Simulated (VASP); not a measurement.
Ru: single point with PBE

Crystal: Ru.

```
Ru
1.0
     0.00000    1.91828    1.91828
     1.91828    0.00000    1.91828
     1.91828    1.91828    0.00000
Ru
1
Direct
  0.00000 0.00000 0.00000
```

```
Program                : VASP 6.6.1
Task                   : single point
Functional             : PBE
Potentials or basis    : VASP PAW PBE potentials, release 64 (Ru_pv)
Cutoff                 : 520 eV
k mesh                 : 49 × 49 × 49
Occupations            : fermi-dirac, width 0.0612256 eV
Spin                   : no spin polarisation
Dipole correction      : no
Further INCAR settings : ALGO = Normal; EDIFF = 1e-06; NBANDS = 13
```

```yaml
Pressure: -6.0 GPa
Band_gap_on_the_k_mesh: zero (band 7 reaches 14.17 eV, above the bottom of band 8 at 10.82 eV)
```

Levels at points of the mesh, in eV from the Fermi level:
```
           k point  band 4  band 5  band 6  band 7  band 8  band 9  band 10  band 11
(0.00, 0.00, 0.00)   -7.67   -2.43   -2.43   -2.43   -0.13   -0.13    10.59    15.08
```

It took 10 min on 1 thread of Oxide Virtual Turin-like Processor, on a shared host, peak memory 0.52 GiB.
